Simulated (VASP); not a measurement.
Set up this calculation in VASP 6.6.1, as the native input.

| Property | Result |
| --- | --- |
| Task | relaxation of cell and atoms |
| Functional | PBE |
| Potentials or basis | VASP PAW PBE potentials, release 64 (Ir) |
| Cutoff | 500 eV |
| k mesh | 8 × 8 × 8 |
| Occupations | gaussian, width 0.1 eV |
| Spin | no spin polarisation |
| Dipole correction | no |
| Further INCAR settings | ALGO = Normal; EDIFF = 1e-07; IBRION = 2; EDIFFG = -0.05; NSW = 80; ISIF = 3 |

The structure of Ir lies in POSCAR:

```
Ir
1.0
    0.0000000000      1.8986081263      1.8986081263
    1.8986081263      0.0000000000      1.8986081263
    1.8986081263      1.8986081263      0.0000000000
Ir
1
Direct
    0.0000000000      0.0000000000      0.0000000000
```

One way to write it, as run:

INCAR

```
ALGO = Normal ; EDIFF = 1E-7
EDIFFG = -0.05 ; ENCUT = 500
GGA = PE ; GGA_COMPAT = F
IBRION = 2 ; ISIF = 3
ISMEAR = 0 ; LASPH = T
LCHARG = F ; LREAL = F
LWAVE = F ; NELM = 120
NELMIN = 4 ; NSW = 80
PREC = Accurate ; SIGMA = 0.1
```

KPOINTS

```
k-points
0
Gamma
  8 8 8
```

Potentials or basis: VASP PAW PBE potentials, release 64 (Ir).

Launch:

```sh
$ cat potpaw_PBE.64/Ir/POTCAR > POTCAR
$ mpirun -np 1 vasp_std > vasp.out
```

It gave:

| Item | Value |
| --- | --- |
| Relaxed volume | 14.58 Å³/atom |
| Relaxed cell | a = 2.742 Å, b = 2.742 Å, c = 2.742 Å, α = 60.00°, β = 60.00°, γ = 60.00° |
| Space group after relaxing (to 0.05 Å) | Fm-3m (No. 225) |
| Energy gained by relaxing | 65.8 meV/atom |
| Ionic steps | 4 |
| Pressure after relaxing | -0.3 GPa |

Run time: 11 s on 1 thread of Intel Xeon 6975P-C (shared host), peak memory 0.13 GiB.
